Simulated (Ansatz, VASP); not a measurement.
## One calculation of WS2, two programs

POSCAR

```
WS2
1.0
    3.1814117282      0.0000000000      0.0000000000
   -1.5907058641      2.7551833765      0.0000000000
    0.0000000000      0.0000000000     23.6881463475
W S
2 4
Direct
    0.3333333333      0.6666666667      0.6379434935
    0.6666666667      0.3333333333      0.3620565065
    0.3333333333      0.6666666667      0.2972978899
    0.6666666667      0.3333333333      0.5731592025
    0.3333333333      0.6666666667      0.4289515579
    0.6666666667      0.3333333333      0.7048128705
```

The input INCAR.step1:

```
PREC = Accurate
ENCUT = 520
ISMEAR = 0
SIGMA = 0.05
LREAL = F
LASPH = T
NELM = 60
NBANDS = 35
GGA = PE
ALGO = Normal
EDIFF = 1E-4
LWAVE = T
LCHARG = F
```

INCAR.step2

```
PREC = Accurate
ENCUT = 520
EDIFF = 1E-6
ISMEAR = 0
SIGMA = 0.05
LREAL = F
LASPH = T
NELM = 60
ALGO = Normal
ISIF = 2
LWAVE = F
LCHARG = F
METAGGA = R2SCAN
LMIXTAU = T
NBANDS = 35
ISTART = 1
```

The input KPOINTS:

```
Automatic mesh
0
Gamma
  12 12 2
```

Input for Ansatz:

```yaml
crystal:
  lattice:
    - [3.1814117282, 0.0, 0.0]
    - [-1.5907058641, 2.7551833765, 0.0]
    - [0.0, 0.0, 23.6881463475]
  atoms:
    - { symbol: W, position: [0.3333333333, 0.6666666667, 0.6379434935] }
    - { symbol: W, position: [0.6666666667, 0.3333333333, 0.3620565065] }
    - { symbol: S, position: [0.3333333333, 0.6666666667, 0.2972978899] }
    - { symbol: S, position: [0.6666666667, 0.3333333333, 0.5731592025] }
    - { symbol: S, position: [0.3333333333, 0.6666666667, 0.4289515579] }
    - { symbol: S, position: [0.6666666667, 0.3333333333, 0.7048128705] }
basis:
  ecutwfc: 500
kpoints:
  mp_grid: { grid: [12, 12, 2] }
hamiltonian:
  xc: r2scan
scf:
  occupations: { method: gaussian, width: 0.05 }
output:
  forces: true
  stress: true
  eigenvalues: true
```

Change from the starting cell: all S atoms moved +0.025 Å, as atom 3 along Cartesian [0 0 1].

Alike in both runs: task single point; functional r2SCAN; k mesh 12 × 12 × 2; occupations gaussian, width 0.05 eV; no spin polarisation.

|  | VASP | Ansatz |
| --- | --- | --- |
| version | VASP 6.6.1 | Ansatz 0.2.0 |
| potentials or method | VASP PAW PBE potentials, release 64 (W_sv, S), cutoff 520 eV | scalar-relativistic, plane waves, PAW |
| valence electrons in the cell | 52 | 52 |

Ansatz gave:

```
gap on the k mesh at the Fermi level (eV) : 1.56
least direct gap on the mesh (eV)         : 1.89
rms of the force components (eV/Å)        : 0.341
```

Question: Estimate VASP's values.

Answer: gap on the k mesh at the Fermi level (eV): 1.58; least direct gap on the mesh (eV): 1.89; rms of the force components (eV/Å): 0.341.

VASP's potentials were made for PBE, not for r2SCAN. Atom by atom the forces differ by 0.010 eV/Å (rms over components).

Spin-orbit coupling is off throughout.
